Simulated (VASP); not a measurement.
Input of a VASP 6.6.1 run:

File INCAR:

```
SYSTEM = ScHg
ALGO = Normal
EDIFF = 1E-6
EDIFFG = -0.005
ENCUT = 600
GGA = PS
IBRION = 2
ISIF = 3
ISMEAR = 0
LASPH = .TRUE.
LCHARG = .FALSE.
LREAL = .FALSE.
LWAVE = .FALSE.
NELM = 100
NSW = 70
PREC = Accurate
SIGMA = 0.1
```

Contents of KPOINTS:

```
k-points
0
G
  12 12 12
  0 0 0
```

The input POSCAR:

```
ScHg
1.0
    3.5245126064      0.0000000000      0.0000000000
    0.0000000000      3.5245126064      0.0000000000
    0.0000000000      0.0000000000      3.5245126064
Sc Hg
1 1
Direct
    0.5000000000      0.5000000000      0.5000000000
    0.0000000000      0.0000000000      0.0000000000
```

Potentials or basis: VASP PAW PBE potentials, release 64 (Sc_sv, Hg).

Command:

```bash
$ cat potpaw_PBE.64/Sc_sv/POTCAR potpaw_PBE.64/Hg/POTCAR > POTCAR
$ mpirun -np 1 vasp_std > vasp.out
```

(1) Predict the space group after relaxing (to 0.05 Å).

(2) What does it give for the relaxed volume?

(3) What does it give for the relaxed cell?

Results:

(1) Pm-3m (No. 221).

(2) 20.91 Å³/atom.

(3) a = 3.471 Å, b = 3.471 Å, c = 3.471 Å, α = 90.00°, β = 90.00°, γ = 90.00°.

Caveat: the PAW data sets were made with another functional, which shifts forces and pressure a little.
